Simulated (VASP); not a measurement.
A run of VASP 6.6.1 is set up as follows.

The input INCAR:

```
ALGO = Normal
EDIFF = 1E-6
ENCUT = 520
GGA = PE
ISIF = 2
ISMEAR = 0
LASPH = T
LCHARG = F
LREAL = F
LWAVE = F
NBANDS = 20
NELM = 100
PREC = Accurate
SIGMA = 0.02
```

KPOINTS

```
k-points
0
Gamma
  12 12 4
```

Contents of POSCAR:

```
SnSe2
1.0
    3.8658463035      0.0000000000      0.0000000000
   -1.9329231518      3.3479211060      0.0000000000
    0.0000000000      0.0000000000      6.7990047196
Sn Se
1 2
Direct
    0.0000000000      0.0000000000      0.0000000000
    0.3333333333      0.6666666667      0.2348781090
    0.6666666667      0.3333333333      0.7651218910
```

Potentials or basis: VASP PAW PBE potentials, release 64 (Sn_d, Se).

Command:

```bash
$ cat potpaw_PBE.64/Sn_d/POTCAR potpaw_PBE.64/Se/POTCAR > POTCAR
$ mpirun -np 1 vasp_std > vasp.out
```

Q: What does it give for the largest force?

A: 0.004 eV/Å.

Q: Predict the band gap on the k mesh.

A: 0.68 eV, indirect (least direct gap 1.10 eV).

Q: Estimate the pressure.

A: 0.2 GPa.

Stress tensor (GPa, compression positive):
```
0.27 0.00 0.00
0.00 0.27 0.00
0.00 0.00 0.14
```

Caveat: spin-orbit coupling is left out, which moves the levels of the heavy elements; this functional lacks dispersion, which binds the layers, so the pressure and a relaxed spacing across them are unreliable. A k mesh can miss the band edges.
